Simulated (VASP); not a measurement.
# Lu3Pt2 (P-3m1) in VASP: further runs

Runs on Lu3Pt2. Level: PBE. Tasks: single point.

Everything below comes from runs of VASP 6.6.1. Logs are shortened: lines on timing, memory, paths and dates and some standing lists are left out, and cuts for length are marked.

## (1) The cell of the first run

Symmetry: P-3m1, No. 164, trigonal system. The conventional cell has a = 4.447 Å, b = 4.447 Å, c = 5.448 Å, α = 90.00°, β = 90.00°, γ = 120.00°. Within 3.6 Å of Lu (site symmetry -3m) lie 6 Pt at 2.71 Å and 6 Lu at 3.25 Å. Within 3.4 Å of Lu (site symmetry 3m) lie 5 Pt at 2.58 to 2.87 Å and 6 Lu at 2.95 to 3.25 Å. Pt (site symmetry 3m) has 8 Lu at 2.58 to 2.87 Å and 3 Pt at 3.10 Å within 3.4 Å.

The cell was built from a structure type or drawn by symmetry, and may not be a known phase.

## (2) Single point, PBE

File INCAR:

```
SYSTEM = Lu3Pt2
PREC = Accurate
ENCUT = 520
EDIFF = 1E-6
ISMEAR = 0
SIGMA = 0.1
LREAL = .FALSE.
LASPH = .TRUE.
NELM = 60
ALGO = Fast
ISIF = 2
LWAVE = .FALSE.
LCHARG = .TRUE.
GGA = PE
LELF = .TRUE.
LVHAR = .TRUE.
NBANDS = 56
```

File KPOINTS:

```
regular mesh
0
G
  6 6 4
  0 0 0
```

File POSCAR:

```
Lu3Pt2
1.0
    4.4471062700      0.0000000000      0.0000000000
   -2.2235531300      3.8513070000      0.0000000000
    0.0000000000      0.0000000000      5.4482322700
Lu Pt
3 2
Direct
    0.0000000000      0.0000000000      0.0000000000
    0.3333333300      0.6666666700      0.6330000200
    0.6666666700      0.3333333300      0.3669999800
    0.3333333300      0.6666666700      0.1600000000
    0.6666666700      0.3333333300      0.8400000000
```

Potentials or basis: VASP PAW PBE potentials, release 64 (Lu, Pt).

On the command line:

```bash
$ cat potpaw_PBE.64/Lu/POTCAR potpaw_PBE.64/Pt/POTCAR > POTCAR
$ mpirun -np 1 vasp_std > vasp.out
```

OUTCAR:

```text
SYSTEM = Lu3Pt2
   PREC = Accurate
   ENCUT = 520
   EDIFF = 1E-6
   ISMEAR = 0
   LREAL = .FALSE.
   LASPH = .TRUE.
   NELM = 60
   ISIF = 2
   GGA = PE

 ion  position               nearest neighbor table
   1  0.000  0.000  0.000-   4 2.71   5 2.71   4 2.71   5 2.71   5 2.71   4 2.71   2 3.25   3 3.25
                             2 3.25   3 3.25   2 3.25   3 3.25
   2  0.333  0.667  0.633-   4 2.58   5 2.80   5 2.80   5 2.80   4 2.87   3 2.95   3 2.95   3 2.95
                             1 3.25   1 3.25   1 3.25
   3  0.667  0.333  0.367-   5 2.58   4 2.80   4 2.80   4 2.80   5 2.87   2 2.95   2 2.95   2 2.95
                             1 3.25   1 3.25   1 3.25
   4  0.333  0.667  0.160-   2 2.58   1 2.71   1 2.71   1 2.71   3 2.80   3 2.80   3 2.80   2 2.87
                             5 3.10   5 3.10   5 3.10
   5  0.667  0.333  0.840-   3 2.58   1 2.71   1 2.71   1 2.71   2 2.80   2 2.80   2 2.80   3 2.87
                             4 3.10   4 3.10   4 3.10

  LATTYP: Found a hexagonal cell.
 ALAT       =     4.4471062700
 C/A-ratio  =     1.2251185241

  Lattice vectors:

 A1 = (   4.4471062700,   0.0000000000,   0.0000000000)
 A2 = (  -2.2235531300,   3.8513070000,   0.0000000000)
 A3 = (   0.0000000000,   0.0000000000,   5.4482322700)

Analysis of symmetry for initial positions (statically):
=====================================================================
 Subroutine PRICEL returns:
 Original cell was already a primitive cell.

 Routine SETGRP: Setting up the symmetry group for a
 hexagonal supercell.

 Subroutine GETGRP returns: Found 12 space group operations
 (whereof 12 operations were pure point group operations)
 out of a pool of 24 trial point group operations.

The static configuration has the point symmetry D_3d.

Analysis of symmetry for dynamics (positions and initial velocities):
=====================================================================
 Subroutine PRICEL returns:
 Original cell was already a primitive cell.

 Routine SETGRP: Setting up the symmetry group for a
 hexagonal supercell.

 Subroutine GETGRP returns: Found 12 space group operations
 (whereof 12 operations were pure point group operations)
 out of a pool of 24 trial point group operations.

The dynamic configuration has the point symmetry D_3d.

 Subroutine INISYM returns: Found 12 space group operations
 (whereof 12 operations are pure point group operations),
 and found     1 'primitive' translations

----------------------------------------------------------------------------------------

                                     Primitive cell

  volume of cell :      93.3128

  direct lattice vectors                    reciprocal lattice vectors
     4.447106270  0.000000000  0.000000000     0.224865326  0.129826056  0.000000000
    -2.223553130  3.851307000  0.000000000     0.000000000  0.259652113  0.000000000
     0.000000000  0.000000000  5.448232270     0.000000000  0.000000000  0.183545772

  length of vectors
     4.447106270  4.447106265  5.448232270     0.259652113  0.259652113  0.183545772

  position of ions in fractional coordinates (direct lattice)
     0.000000000  0.000000000  0.000000000
     0.333333330  0.666666670  0.633000020
     0.666666670  0.333333330  0.366999980
     0.333333330  0.666666670  0.160000000
     0.666666670  0.333333330  0.840000000

  ion indices of the primitive-cell ions
   primitive index   ion index
                 1           1
                 2           2
                 3           3
                 4           4
                 5           5

----------------------------------------------------------------------------------------

 KPOINTS: regular mesh

Automatic generation of k-mesh.
 Grid dimensions read from file:
 generate k-points for:    6    6    4

 Generating k-lattice:

  Cartesian coordinates                     Fractional coordinates (reciprocal lattice)
     0.037477554  0.021637676  0.000000000     0.166666667 -0.000000000  0.000000000
     0.000000000  0.043275352  0.000000000     0.000000000  0.166666667  0.000000000
     0.000000000  0.000000000  0.045886443     0.000000000  0.000000000  0.250000000

  Length of vectors
     0.043275352  0.043275352  0.045886443

  Shift w.r.t. Gamma in fractional coordinates (k-lattice)
     0.000000000  0.000000000  0.000000000

 Subroutine IBZKPT returns following result:
 ===========================================

 Found     24 irreducible k-points:

 Following reciprocal coordinates:
            Coordinates               Weight
  0.000000  0.000000  0.000000      1.000000
  0.166667  0.000000  0.000000      6.000000
  0.333333  0.000000  0.000000      6.000000
  0.500000  0.000000  0.000000      3.000000
  0.166667  0.166667  0.000000      6.000000
  0.333333  0.166667  0.000000     12.000000
[... 16 lines left out ...]
  0.333333  0.166667  0.500000     12.000000
  0.333333  0.333333  0.500000      2.000000
   k-points           NKPTS =     24   k-points in BZ     NKDIM =     24   number of bands    NBANDS=     56
   number of dos      NEDOS =    301   number of ions     NIONS =      5
   total plane-waves  NPLWV =  54432
   dimension x,y,z NGX =    36 NGY =   36 NGZ =   42
   dimension x,y,z NGXF=    72 NGYF=   72 NGZF=   84
   ions per type =               3   2
   NGX,Y,Z   is equivalent  to a cutoff of  13.46, 13.46, 12.82 a.u.
   NGXF,Y,Z  is equivalent  to a cutoff of  26.92, 26.92, 25.63 a.u.
 SYSTEM =  Lu3Pt2
   PREC   = accura    normal or accurate (medium, high low for compatibility)
   ISTART =      0    job   : 0-new  1-cont  2-samecut
   ICHARG =      2    charge: 1-file 2-atom 10-const
   ISPIN  =      1    spin polarized calculation?
   LNONCOLLINEAR =      F non collinear calculations
   LSORBIT =      F    spin-orbit coupling
   LASPH  =      T    aspherical Exc in radial PAW
   ENCUT  =  520.0 eV  38.22 Ry    6.18 a.u.   8.27  8.27 10.13*2*pi/ulx,y,z
   NELM   =     60;   NELMIN=  2; NELMDL= -5     # of ELM steps
   EDIFF  = 0.1E-05   stopping-criterion for ELM
   LREAL  =      F    real-space projection
   EDIFFG = 0.1E-04   stopping-criterion for IOM
   NSW    =      0    number of steps for IOM
   IBRION =     -1    ionic relax: 0-MD 1-quasi-New 2-CG
   NFREE  =      0    steps in history (QN), initial steepest desc. (CG)
   ISIF   =      2    stress and relaxation
   ISYM   =      2    0-nonsym 1-usesym 2-fastsym
   POTIM  = 0.5000    time-step for ionic-motion
   TEBEG  =    0.0;   TEEND  =   0.0 temperature during run
   PSTRESS=    0.0 pullay stress
   NELECT =      95.0000    total number of electrons
   NUPDOWN=      -1.0000    fix difference up-down
   EMIN   =  10.00;   EMAX   =-10.00  energy-range for DOS
   EFERMI =   0.00;   METHOD = LEGACY
   ISMEAR =     0;   SIGMA  =   0.10  broadening in eV -4-tet -1-fermi 0-gaus
   EFERMI_NEDOS =   21; number of points for ismear=-14 and -15
   IALGO  =     68    algorithm
   IMIX   =      4    mixing-type and parameters
     AMIX     =   0.40;   BMIX     =  1.00
     AMIX_MAG =   1.60;   BMIX_MAG =  1.00
  volume/ion in A,a.u.               =      18.66       125.94
  Fermi-wavevector in a.u.,A,eV,Ry     =   1.646907  3.112202 36.903096  2.712301
  Thomas-Fermi vector in A             =   2.736455
   LORBIT       =      0    0 simple, 1 ext, 2 COOP (PROOUT), +10 PAW based schemes
   GGA     = PE    functional components
   LHFCALC =     F    Hartree Fock is set to
   AEXX    =    0.0000 exact exchange contribution
   IVDW    =     0    specifies the selected vdW correction
   LEPSILON=     F    determine dielectric tensor
   LRPA    =     F    only Hartree local field effects (RPA)
 non-spin polarized calculation
 RMM-DIIS sequential band-by-band and
 Gauss-broadening in eV      SIGMA  =   0.10
  energy-cutoff  :      520.00
  volume of cell :       93.31
 maximum number of plane-waves:      2534
 NGX is ok and might be reduce to    36
   NGX = 17   NGY = 17   NGZ = 21

 number of electron      94.9999980 magnetization

 Free energy of the ion-electron system (eV)
  ---------------------------------------------------
  ext. energy  EPLUGINS =         0.00000000
  ---------------------------------------------------
  free energy    TOTEN  =       -28.61290432 eV

  energy without entropy =      -28.59636977  energy(sigma->0) =      -28.60463704

 E-fermi :   6.5577     XC(G=0): -12.5886

 val. band max:        6.5532085119   @ k =   0.5000   0.0000   0.5000
 cond. band min:       6.5679967849   @ k =   0.3333   0.3333   0.0000
 fundamental gap:      0.0147882730
 Fermi energy:         6.5576937486

 k-point     1 :       0.0000    0.0000    0.0000
  band No.  band energies     occupation
      1     -49.5497      2.00000
      2     -49.4331      2.00000
      3     -49.2589      2.00000
      4     -20.5623      2.00000
      5     -20.5623      2.00000
      6     -20.4160      2.00000
[... 48 lines left out ...]
     55      11.0683      0.00000
     56      12.0948      0.00000

 k-point     2 :       0.1667    0.0000    0.0000
  band No.  band energies     occupation
      1     -49.5424      2.00000
      2     -49.4398      2.00000
      3     -49.2591      2.00000
      4     -20.6292      2.00000
      5     -20.5935      2.00000
      6     -20.4824      2.00000
[... 48 lines left out ...]
     55      11.1381      0.00000
     56      12.1132      0.00000

 k-point     3 :       0.3333    0.0000    0.0000
  band No.  band energies     occupation
      1     -49.5238      2.00000
      2     -49.4571      2.00000
      3     -49.2594      2.00000
      4     -20.6705      2.00000
      5     -20.6438      2.00000
      6     -20.5484      2.00000
[... 1172 lines left out ...]
 k-point    23 :       0.3333    0.1667    0.5000
  band No.  band energies     occupation
      1     -49.5081      2.00000
      2     -49.4704      2.00000
      3     -49.2596      2.00000
      4     -20.7275      2.00000
      5     -20.6728      2.00000
      6     -20.6039      2.00000
[... 48 lines left out ...]
     55       9.8624      0.00000
     56      10.1464      0.00000

 k-point    24 :       0.3333    0.3333    0.5000
  band No.  band energies     occupation
      1     -49.4890      2.00000
      2     -49.4890      2.00000
      3     -49.2597      2.00000
      4     -20.7309      2.00000
      5     -20.6826      2.00000
      6     -20.6826      2.00000
[... 48 lines left out ...]
     55       9.3428      0.00000
     56      10.9845      0.00000

------------------------ aborting loop because EDIFF is reached ----------------------------------------

  FORCE on cell =-STRESS in cart. coord.  units (eV):
  Direction    XX          YY          ZZ          XY          YZ          ZX
  --------------------------------------------------------------------------------------
  -------------------------------------------------------------------------------------
  Total       18.8910758     18.8910758     22.3789420      0.0000000      0.0000000      0.0000000
  in kB      324.3590447    324.3590441    384.2455729      0.0000004      0.0000000      0.0000000
  external PRESSURE =     344.3212206 kB  Pullay stress =       0.0000000 kB

 VOLUME and BASIS-vectors are now :
 -----------------------------------------------------------------------------
  energy-cutoff  :      520.00
  volume of cell :       93.31
      direct lattice vectors                 reciprocal lattice vectors
     4.447106270  0.000000000  0.000000000     0.224865326  0.129826056  0.000000000
    -2.223553130  3.851307000  0.000000000     0.000000000  0.259652113  0.000000000
     0.000000000  0.000000000  5.448232270     0.000000000  0.000000000  0.183545772

 POSITION                                       TOTAL-FORCE (eV/Angst)
 -----------------------------------------------------------------------------------
      0.00000      0.00000      0.00000         0.000000      0.000000      0.000000
     -0.00000      2.56754      3.44873        -0.000000      0.000000      2.005904
      2.22355      1.28377      1.99950         0.000000     -0.000000     -2.005904
     -0.00000      2.56754      0.87172         0.000000      0.000000     -0.375667
      2.22355      1.28377      4.57652         0.000000      0.000000      0.375667
 -----------------------------------------------------------------------------------
    total drift:                               -0.000000     -0.000000      0.000000

  FREE ENERGIE OF THE ION-ELECTRON SYSTEM (eV)
  ---------------------------------------------------
  free  energy   TOTEN  =       -28.6129043159 eV

  energy  without entropy=      -28.5963697716  energy(sigma->0) =      -28.60463704
```

It took 19 min on 1 thread of AMD EPYC 7R13, shared host; peak memory 0.27 GiB.

What came out:

```yaml
Free_energy: -28.6129 eV
Pressure: 34.4 GPa
Largest_force: 2.006 eV/Å
Band_gap_on_the_k_mesh: zero (an odd number of electrons rules out a gap without spin polarisation)
```

Forces on the atoms (eV/Å):
```
Lu   0.000  0.000  0.000
Lu   0.000  0.000  2.006
Lu   0.000  0.000 -2.006
Pt   0.000  0.000 -0.376
Pt   0.000  0.000  0.376
```

Levels at points of the mesh, in eV from the Fermi level:
| k point | band 46 | band 47 | band 48 | band 49 | band 50 | band 51 |
| --- | --- | --- | --- | --- | --- | --- |
| (0.00, 0.00, 0.00) | -2.74 | -0.52 | -0.52 | 1.29 | 1.29 | 2.02 |
| (0.50, 0.00, 0.00) | -1.87 | 0.81 | 1.26 | 1.29 | 1.61 | 1.73 |
| (0.00, 0.00, 0.50) | -1.69 | -1.69 | -1.35 | 1.24 | 1.24 | 2.52 |
| (0.50, 0.00, 0.50) | -3.14 | -0.97 | 0.00 | 0.23 | 0.63 | 1.54 |

Caveat: the cell stands under pressure; spin-orbit coupling is left out, which moves the levels of the heavy elements; forces of over 1 eV/Å act on the atoms, so gaps and moduli don't describe the material at rest.

(Continued in part 2 of 2.)
